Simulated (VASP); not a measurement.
Write the native input for VASP 6.6.1 that does the following.

```yaml
Task: single point
Functional: PBE
Potentials_or_basis: VASP PAW PBE potentials, release 64 (Li_sv, Ge_d, N)
Cutoff: 520 eV
k_mesh: 9 × 9 × 2
Occupations: gaussian, width 0.01 eV
Spin: no spin polarisation
Dipole_correction: no
Further_INCAR_settings: ALGO = Normal; EDIFF = 1e-07; NBANDS = 31
```

The structure of LiGeN lies in POSCAR:

```
LiGeN
1.0
    2.9538150345      0.0000000000      0.0000000000
   -1.4769075172      2.5580788580      0.0000000000
    0.0000000000      0.0000000000      9.2374258825
Li Ge N
2 2 2
Direct
    0.6666666667      0.3333333333      0.7416379770
    0.3333333333      0.6666666667      0.2416379770
    0.0000000000      0.0000000000      0.4985953034
    0.0000000000      0.0000000000      0.9985953034
    0.3333333333      0.6666666667      0.6044047196
    0.6666666667      0.3333333333      0.1044047196
```

These files were run (other wordings do the same):

INCAR

```
SYSTEM = LiGeN
PREC = Accurate
ENCUT = 520
EDIFF = 1E-7
ISMEAR = 0
SIGMA = 0.01
LREAL = .False.
LASPH = .True.
NELM = 80
ALGO = Normal
ISIF = 2
LWAVE = .False.
LCHARG = .False.
GGA = PE
NBANDS = 31
```

KPOINTS

```
Automatic mesh
0
Gamma
  9 9 2
  0 0 0
```

Potentials or basis: VASP PAW PBE potentials, release 64 (Li_sv, Ge_d, N).

Command:

```sh
$ cat potpaw_PBE.64/Li_sv/POTCAR potpaw_PBE.64/Ge_d/POTCAR potpaw_PBE.64/N/POTCAR > POTCAR
$ mpirun -np 1 vasp_std > vasp.out
```

Results of the run:

* Largest force: 0.590 eV/Å
* Band gap on the k mesh: 1.76 eV (least direct gap 2.51 eV)

Run time: 32 s on 1 thread of Intel(R) Xeon(R) 6975P-C (Granite Rapids), with other jobs on the host, peak memory 0.2 GiB.
